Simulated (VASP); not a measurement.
Input of a VASP 6.6.1 run:

INCAR

```
PREC = Accurate
ENCUT = 520
EDIFF = 1E-6
ISMEAR = -1
SIGMA = 0.05
LREAL = F
LASPH = T
NELM = 80
ALGO = Normal
ISIF = 2
LWAVE = F
LCHARG = T
GGA = PE
LELF = T
LVHAR = T
NBANDS = 31
```

KPOINTS

```
Automatic mesh
0
Gamma
  5 4 4
```

POSCAR

```
HPbNO4
1.0
    3.8049410422      0.0017559430     -0.0360856151
    0.1711847125      4.2757803866     -0.0162474051
    0.7477850955      0.8273944212      5.7971964801
H Pb N O
1 1 1 4
Direct
    0.6151100000      0.8955900000      0.1984400000
    0.6459700000      0.4465100000      0.9168500000
    0.7147400000      0.2381000000      0.5005800000
    0.1695800000      0.4700700000      0.7776800000
    0.6291900000      0.9704500000      0.4984500000
    0.5642400000      0.9258300000      0.0384900000
    0.7802200000      0.4225000000      0.3195100000
```

Potentials or basis: VASP PAW PBE potentials, release 64 (H, Pb_d, N, O).

The run is started by

```bash
$ cat potpaw_PBE.64/H/POTCAR potpaw_PBE.64/Pb_d/POTCAR potpaw_PBE.64/N/POTCAR potpaw_PBE.64/O/POTCAR > POTCAR
$ mpirun -np 1 vasp_std > vasp.out
```

(1) What does it give for the band gap on the k mesh?

(2) What does it give for the pressure?

(3) What does it give for the largest force?

Results:

(1) 0.31 eV (least direct gap 0.50 eV).

(2) 4.9 GPa.

(3) 2.014 eV/Å.

Caveat: the standard files for N, O and F lose accuracy on very short bonds; the cell stands under pressure; spin-orbit coupling is left out, which moves the levels of the heavy elements; an odd mesh through Γ misses points on the zone boundary, where band edges can lie; forces of over 1 eV/Å act on the atoms, so gaps and moduli don't describe the material at rest.
